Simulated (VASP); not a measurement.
Input of a VASP 6.6.1 run:

Contents of INCAR:

```
PREC = Accurate
ENCUT = 500
EDIFF = 1E-6
ISMEAR = 0
SIGMA = 0.01
LREAL = F
LASPH = T
NELM = 120
ALGO = Normal
ISIF = 2
LWAVE = F
LCHARG = T
GGA = PE
LELF = T
LVHAR = T
NBANDS = 20
GGA_COMPAT = F
```

Contents of KPOINTS:

```
Automatic mesh
0
Gamma
  6 6 4
```

Contents of POSCAR:

```
CdI2
1.0
    4.2470087461      0.0000000000      0.0000000000
   -2.1235043730      3.6780174642      0.0000000000
    0.0000000000      0.0000000000      6.8950251570
Cd I
1 2
Direct
    0.0000000000      0.0000000000      0.0000000000
    0.3333333333      0.6666666667      0.2493934726
    0.6666666667      0.3333333333      0.7506065274
```

Potentials or basis: VASP PAW PBE potentials, release 64 (Cd, I).

Launch:

```console
$ cat potpaw_PBE.64/Cd/POTCAR potpaw_PBE.64/I/POTCAR > POTCAR
$ mpirun -np 1 vasp_std > vasp.out
```

Q: What does it give for the largest force?

A: 0.090 eV/Å.

Q: Estimate the pressure.

A: 1.7 GPa.

Stress tensor (GPa, compression positive):
```
1.74 0.00 0.00
0.00 1.74 0.00
0.00 0.00 1.63
```

Caveat: this functional lacks dispersion, which binds the layers, so the pressure and a relaxed spacing across them are unreliable.
